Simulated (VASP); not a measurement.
# Ru16N in VASP: single point with PBE

Aim: the single point of Ru16N with PBE.

Everything below comes from runs of VASP 6.6.1. Logs are shortened: lines on timing, memory, paths and dates and some standing lists are left out, and cuts for length are marked.

### Step 1. The cell of the first run

The cell holds a slab with vacuum, 17 atoms: a = 5.440 Å, b = 5.440 Å, c = 21.866 Å, α = 90.00°, β = 90.00°, γ = 120.00°.

### Step 2. Single point, PBE

The input, INCAR:

```
SYSTEM = Ru16N
PREC     = Accurate       ! precision mode
ENCUT    = 520            ! plane-wave cutoff, eV
EDIFF    = 1E-6           ! SCF threshold, eV
ISMEAR   = 0              ! smearing method
SIGMA    = 0.1            ! smearing width, eV
LREAL    = Auto         
LASPH    = .TRUE.         ! aspherical terms in the spheres
NELM     = 100            ! most SCF steps
ALGO     = Normal         ! electronic algorithm
ISIF     = 2              ! what is computed and relaxed
LWAVE    = .FALSE.        ! write WAVECAR
LCHARG   = .FALSE.        ! write CHGCAR
LDIPOL   = .TRUE.       
IDIPOL   = 3            
DIPOL    = 0.5 0.5 0.341
GGA      = PE             ! functional
NBANDS   = 128            ! bands
```

The input, KPOINTS:

```
regular mesh
0
G
  6 6 1
  0 0 0
```

The input, POSCAR:

```
Ru16N
1.0
    5.4400501761      0.0000000000      0.0000000000
   -2.7200250880      4.7112216504      0.0000000000
    0.0000000000      0.0000000000     21.8659169401
Ru N
16 1
Direct
    0.3333333333      0.1666666666      0.1829331014
    0.3333333333      0.6666666666      0.1829331014
    0.8333333333      0.1666666666      0.1829331014
    0.8333333333      0.6666666667      0.1829331014
    0.1666666667      0.3333333333      0.2811857727
    0.1666666667      0.8333333333      0.2811857727
    0.6666666667      0.3333333333      0.2811857727
    0.6666666667      0.8333333333      0.2811857727
    0.3333333333      0.1666666666      0.3790822100
    0.3333333333      0.6666666666      0.3790822100
    0.8333333333      0.1666666666      0.3790822100
    0.8333333333      0.6666666667      0.3790822100
    0.1666666667      0.3333333333      0.4740673336
    0.1666666667      0.8333333333      0.4740673336
    0.6666666667      0.3333333333      0.4740673336
    0.6666666667      0.8333333333      0.4740673336
    0.1666666667      0.5833333333      0.5316400021
```

Potentials or basis: VASP PAW PBE potentials, release 64 (Ru_pv, N).

Command:

```console
$ cat potpaw_PBE.64/Ru_pv/POTCAR potpaw_PBE.64/N/POTCAR > POTCAR
$ mpirun -np 1 vasp_std > vasp.out
```

OUTCAR:

```text
SYSTEM = Ru16N
   PREC = Accurate
   ENCUT = 520
   EDIFF = 1E-6
   ISMEAR = 0
   LREAL = Auto
   LASPH = .TRUE.
   NELM = 100
   ISIF = 2
   GGA = PE

 ion  position               nearest neighbor table
   1  0.333  0.167  0.183-   5 2.66   6 2.66   7 2.66   4 2.72   3 2.72   3 2.72   2 2.72   2 2.72
                             4 2.72
   2  0.333  0.667  0.183-   6 2.66   5 2.66   8 2.66   4 2.72   1 2.72   1 2.72   3 2.72   3 2.72
                             4 2.72
   3  0.833  0.167  0.183-   7 2.66   8 2.66   5 2.66   4 2.72   1 2.72   1 2.72   2 2.72   2 2.72
                             4 2.72
   4  0.833  0.667  0.183-   8 2.66   6 2.66   7 2.66   3 2.72   2 2.72   1 2.72   2 2.72   1 2.72
                             3 2.72
   5  0.167  0.333  0.281-   9 2.65  10 2.65  11 2.65   1 2.66   2 2.66   3 2.66   7 2.72   7 2.72
                             6 2.72   6 2.72   8 2.72   8 2.72
   6  0.167  0.833  0.281-  10 2.65   9 2.65  12 2.65   2 2.66   1 2.66   4 2.66   8 2.72   8 2.72
                             5 2.72   5 2.72   7 2.72   7 2.72
   7  0.667  0.333  0.281-  11 2.65   9 2.65  12 2.65   3 2.66   1 2.66   4 2.66   5 2.72   5 2.72
                             8 2.72   8 2.72   6 2.72   6 2.72
   8  0.667  0.833  0.281-  12 2.65  11 2.65  10 2.65   4 2.66   3 2.66   2 2.66   6 2.72   6 2.72
                             7 2.72   7 2.72   5 2.72   5 2.72
   9  0.333  0.167  0.379-  13 2.60  14 2.60  15 2.60   5 2.65   6 2.65   7 2.65  12 2.72  11 2.72
                            11 2.72  10 2.72  10 2.72  12 2.72
  10  0.333  0.667  0.379-  14 2.60  13 2.60  16 2.60   6 2.65   5 2.65   8 2.65  12 2.72   9 2.72
                             9 2.72  11 2.72  11 2.72  12 2.72
  11  0.833  0.167  0.379-  15 2.60  16 2.60  13 2.60   7 2.65   8 2.65   5 2.65  12 2.72   9 2.72
                             9 2.72  10 2.72  10 2.72  12 2.72
  12  0.833  0.667  0.379-  16 2.60  14 2.60  15 2.60   8 2.65   6 2.65   7 2.65  11 2.72  10 2.72
                             9 2.72  10 2.72   9 2.72  11 2.72
  13  0.167  0.333  0.474-  17 1.85   9 2.60  10 2.60  11 2.60  15 2.72  15 2.72  14 2.72  14 2.72
                            16 2.72  16 2.72
  14  0.167  0.833  0.474-  17 1.85  10 2.60   9 2.60  12 2.60  16 2.72  16 2.72  13 2.72  13 2.72
                            15 2.72  15 2.72
  15  0.667  0.333  0.474-  11 2.60   9 2.60  12 2.60  13 2.72  13 2.72  16 2.72  16 2.72  14 2.72
                            14 2.72
  16  0.667  0.833  0.474-  12 2.60  11 2.60  10 2.60  14 2.72  14 2.72  15 2.72  15 2.72  13 2.72
                            13 2.72
  17  0.167  0.583  0.532-  13 1.85  14 1.85

  LATTYP: Found a hexagonal cell.
 ALAT       =     5.4400501761
 C/A-ratio  =     4.0194329523

  Lattice vectors:

 A1 = (   5.4400501761,   0.0000000000,   0.0000000000)
 A2 = (  -2.7200250880,   4.7112216504,   0.0000000000)
 A3 = (   0.0000000000,   0.0000000000,  21.8659169401)

Analysis of symmetry for initial positions (statically):
=====================================================================
 Subroutine PRICEL returns:
 Original cell was already a primitive cell.

 Routine SETGRP: Setting up the symmetry group for a
 hexagonal supercell.

 Subroutine GETGRP returns: Found  2 space group operations
 (whereof  2 operations were pure point group operations)
 out of a pool of 24 trial point group operations.

The static configuration has the point symmetry C_1h.

Analysis of symmetry for dynamics (positions and initial velocities):
=====================================================================
 Subroutine PRICEL returns:
 Original cell was already a primitive cell.

 Routine SETGRP: Setting up the symmetry group for a
 hexagonal supercell.

 Subroutine GETGRP returns: Found  2 space group operations
 (whereof  2 operations were pure point group operations)
 out of a pool of 24 trial point group operations.

The dynamic configuration has the point symmetry C_1h.

 Subroutine INISYM returns: Found  2 space group operations
 (whereof  2 operations are pure point group operations),
 and found     1 'primitive' translations

----------------------------------------------------------------------------------------

                                     Primitive cell

  volume of cell :     560.4078

  direct lattice vectors                    reciprocal lattice vectors
     5.440050176  0.000000000  0.000000000     0.183821834  0.106129585  0.000000000
    -2.720025088  4.711221650  0.000000000     0.000000000  0.212259171  0.000000000
     0.000000000  0.000000000 21.865916940     0.000000000  0.000000000  0.045733275
[... 65 lines left out ...]
 ===========================================

 Found     13 irreducible k-points:

 Following reciprocal coordinates:
            Coordinates               Weight
  0.000000  0.000000  0.000000      1.000000
  0.166667  0.000000  0.000000      2.000000
  0.000000  0.166667  0.000000      4.000000
  0.333333 -0.000000  0.000000      2.000000
  0.000000  0.333333  0.000000      4.000000
  0.500000  0.000000  0.000000      1.000000
  0.000000  0.500000  0.000000      2.000000
  0.166667  0.166667  0.000000      4.000000
 -0.166667  0.333333  0.000000      2.000000
  0.333333  0.166667  0.000000      4.000000
 -0.166667  0.500000  0.000000      4.000000
  0.500000  0.333333  0.000000      4.000000
  0.333333  0.333333  0.000000      2.000000
   k-points           NKPTS =     13   k-points in BZ     NKDIM =     13   number of bands    NBANDS=    128
   number of dos      NEDOS =    301   number of ions     NIONS =     17
   total plane-waves  NPLWV = 268800
   dimension x,y,z NGX =    40 NGY =   40 NGZ =  168
   dimension x,y,z NGXF=    80 NGYF=   80 NGZF=  336
   ions per type =              16   1
   NGX,Y,Z   is equivalent  to a cutoff of  12.22, 12.22, 12.77 a.u.
   NGXF,Y,Z  is equivalent  to a cutoff of  24.45, 24.45, 25.55 a.u.
 SYSTEM =  Ru16N
   PREC   = accura    normal or accurate (medium, high low for compatibility)
   ISTART =      0    job   : 0-new  1-cont  2-samecut
   ICHARG =      2    charge: 1-file 2-atom 10-const
   ISPIN  =      1    spin polarized calculation?
   LNONCOLLINEAR =      F non collinear calculations
   LSORBIT =      F    spin-orbit coupling
   LASPH  =      T    aspherical Exc in radial PAW
   ENCUT  =  520.0 eV  38.22 Ry    6.18 a.u.  10.11 10.11 40.66*2*pi/ulx,y,z
   NELM   =    100;   NELMIN=  2; NELMDL= -5     # of ELM steps
   EDIFF  = 0.1E-05   stopping-criterion for ELM
   LREAL  =      T    real-space projection
   EDIFFG = 0.1E-04   stopping-criterion for IOM
   NSW    =      0    number of steps for IOM
   IBRION =     -1    ionic relax: 0-MD 1-quasi-New 2-CG
   NFREE  =      0    steps in history (QN), initial steepest desc. (CG)
   ISIF   =      2    stress and relaxation
   ISYM   =      2    0-nonsym 1-usesym 2-fastsym
   POTIM  = 0.5000    time-step for ionic-motion
   TEBEG  =    0.0;   TEEND  =   0.0 temperature during run
   PSTRESS=    0.0 pullay stress
   NELECT =     229.0000    total number of electrons
   NUPDOWN=      -1.0000    fix difference up-down
   EMIN   =  10.00;   EMAX   =-10.00  energy-range for DOS
   EFERMI =   0.00;   METHOD = LEGACY
   ISMEAR =     0;   SIGMA  =   0.10  broadening in eV -4-tet -1-fermi 0-gaus
   EFERMI_NEDOS =   21; number of points for ismear=-14 and -15
   IALGO  =     38    algorithm
   IMIX   =      4    mixing-type and parameters
     AMIX     =   0.40;   BMIX     =  1.00
     AMIX_MAG =   1.60;   BMIX_MAG =  1.00
  volume/ion in A,a.u.               =      32.97       222.46
  Fermi-wavevector in a.u.,A,eV,Ry     =   1.214839  2.295712 20.079927  1.475833
  Thomas-Fermi vector in A             =   2.350245
   LORBIT       =      0    0 simple, 1 ext, 2 COOP (PROOUT), +10 PAW based schemes
   GGA     = PE    functional components
   LHFCALC =     F    Hartree Fock is set to
   AEXX    =    0.0000 exact exchange contribution
   IVDW    =     0    specifies the selected vdW correction
   LEPSILON=     F    determine dielectric tensor
   LRPA    =     F    only Hartree local field effects (RPA)
 non-spin polarized calculation
 Gauss-broadening in eV      SIGMA  =   0.10
  energy-cutoff  :      520.00
  volume of cell :      560.41
 maximum number of plane-waves:     15122
   NGX = 21   NGY = 21   NGZ = 81

 dipolmoment           0.000000      0.000000     -0.209873 electrons x Angstroem

 number of electron     229.0000080 magnetization

 dipolmoment           0.000000      0.000000      0.054468 electrons x Angstroem

 Free energy of the ion-electron system (eV)
  ---------------------------------------------------
  ext. energy  EPLUGINS =         0.00000000
  ---------------------------------------------------
  free energy    TOTEN  =      -147.51889835 eV

  energy without entropy =     -147.41981878  energy(sigma->0) =     -147.46935857

 E-fermi :   1.9845     XC(G=0):  -6.5192

 val. band max:        1.9808146560   @ k =   0.0000   0.1667   0.0000
 cond. band min:       1.9879787179   @ k =   0.0000   0.0000   0.0000
 fundamental gap:      0.0071640619
 Fermi energy:         1.9845099611

 k-point     1 :       0.0000    0.0000    0.0000
  band No.  band energies     occupation
      1     -41.8775      2.00000
      2     -41.6748      2.00000
      3     -41.6583      2.00000
      4     -41.6354      2.00000
      5     -41.6143      2.00000
      6     -41.5860      2.00000
[... 1666 lines left out ...]
    125       2.7242      0.00000
    126       2.7706      0.00000
 [bands above 126 left out]

------------------------ aborting loop because EDIFF is reached ----------------------------------------

 vacuum level on the upper side and lower side of the slab       (xc-potential included)         0.123        -0.192

  FORCE on cell =-STRESS in cart. coord.  units (eV):
  Direction    XX          YY          ZZ          XY          YZ          ZX
  --------------------------------------------------------------------------------------
  -------------------------------------------------------------------------------------
  Total       -9.4007635     -7.9152589     -1.3462752     -1.2864846     -0.2802827     -0.4854639
  in kB      -26.8763056    -22.6293236     -3.8489324     -3.6779943     -0.8013140     -1.3879167
  external PRESSURE =     -17.7848539 kB  Pullay stress =       0.0000000 kB

 VOLUME and BASIS-vectors are now :
 -----------------------------------------------------------------------------
  energy-cutoff  :      520.00
  volume of cell :      560.41
      direct lattice vectors                 reciprocal lattice vectors
     5.440050176  0.000000000  0.000000000     0.183821834  0.106129585  0.000000000
    -2.720025088  4.711221650  0.000000000     0.000000000  0.212259171  0.000000000
     0.000000000  0.000000000 21.865916940     0.000000000  0.000000000  0.045733275

 POSITION                                       TOTAL-FORCE (eV/Angst)
 -----------------------------------------------------------------------------------
      1.36001      0.78520      4.00000         0.047609      0.027487      0.625851
      0.00000      3.14081      4.00000         0.009745      0.005626      0.559550
      4.08004      0.78520      4.00000        -0.052679      0.021670      0.756037
      2.72003      3.14081      4.00000        -0.007572     -0.056456      0.756037
      0.00000      1.57041      6.14838         0.004189     -0.077532     -0.522898
     -1.36001      3.92602      6.14838        -0.065050      0.042394     -0.522898
[... 9 lines left out ...]
      1.36001      3.92602     10.36592         0.248877      0.143689      0.073537
     -0.68001      2.74821     11.62480         0.366580      0.211645      0.086825
 -----------------------------------------------------------------------------------
    total drift:                                0.000093      0.000056      0.032422

  FREE ENERGIE OF THE ION-ELECTRON SYSTEM (eV)
  ---------------------------------------------------
  free  energy   TOTEN  =      -147.5188983547 eV

  energy  without entropy=     -147.4198187813  energy(sigma->0) =     -147.46935857

 vacuum level on the upper side and lower side of the slab         7.420         7.036
```

Wall time 30 min (1 thread of Intel Xeon 6975P-C (Granite Rapids), shared host); peak memory 0.93 GiB.

Results:

- Free energy: -147.5189 eV
- Largest force: 1.550 eV/Å

Forces in eV/Å, atoms in the order of the input:
```
Ru   0.048  0.027  0.626
Ru   0.010  0.006  0.560
Ru  -0.053  0.022  0.756
Ru  -0.008 -0.056  0.756
Ru   0.004 -0.078 -0.523
Ru  -0.065  0.042 -0.523
Ru   0.013  0.008 -1.018
Ru  -0.020 -0.012 -0.633
Ru   0.368  0.213 -0.908
Ru   0.327  0.189 -0.967
Ru  -0.058 -0.007 -0.172
Ru  -0.035 -0.046 -0.172
Ru  -0.180 -1.116  1.061
Ru  -1.057  0.402  1.061
Ru   0.089  0.052 -0.064
Ru   0.249  0.144  0.074
N    0.367  0.212  0.087
```
